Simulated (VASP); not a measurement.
The system is Mn3H.

```
Mn H
1.0
     3.53361    0.00000    0.00000
     0.00000    3.53361    0.00000
     0.00000    0.00000    3.53361
Mn H
3 1
Direct
  0.00000 0.50000 0.50000
  0.50000 0.00000 0.50000
  0.50000 0.50000 0.00000
  0.00000 0.00000 0.00000
```

```yaml
Program: VASP 6.6.1
Task: relaxation of cell and atoms
Functional: PBE
Potentials_or_basis: VASP PAW PBE potentials, release 64 (Mn_pv, H)
Cutoff: 600 eV
k_mesh: 6 × 6 × 6
Occupations: gaussian, width 0.1 eV
Spin: collinear spin, ferromagnetic start
Starting_moments: "[1.19, 1.19, 1.19, 0.0] μB"
```

At the start: pressure -19.6 GPa; volume 11.03 Å³/atom.

Problem. Where does the relaxation end?

Solution. Over 3 steps the energy falls by 99.8 meV/atom and the volume is 9.59 Å³/atom (-13.0 %); space group Pm-3m (No. 221, to 0.1 Å) before and after; moment 2.52 μB per cell.

The path:
| step | energy change (eV) | largest force (eV/Å) | pressure (GPa) | volume (Å³) |
| --- | --- | --- | --- | --- |
| 1 | 0.0000 | 0.0000 | -19.64 | 44.12 |
| 2 | -0.3058 | 0.0000 | 13.44 | 36.04 |
| 3 | -0.3990 | 0.0000 | 0.19 | 38.37 |

Final structure:
```yaml
crystal:
  lattice:
    - [3.37292, 0.00000, 0.00000]
    - [0.00000, 3.37292, 0.00000]
    - [0.00000, 0.00000, 3.37292]
  atoms:
    - { symbol: Mn, position: [0.00000, 0.50000, 0.50000] }
    - { symbol: Mn, position: [0.50000, 0.00000, 0.50000] }
    - { symbol: Mn, position: [0.50000, 0.50000, 0.00000] }
    - { symbol: H, position: [0.00000, 0.00000, 0.00000] }
```
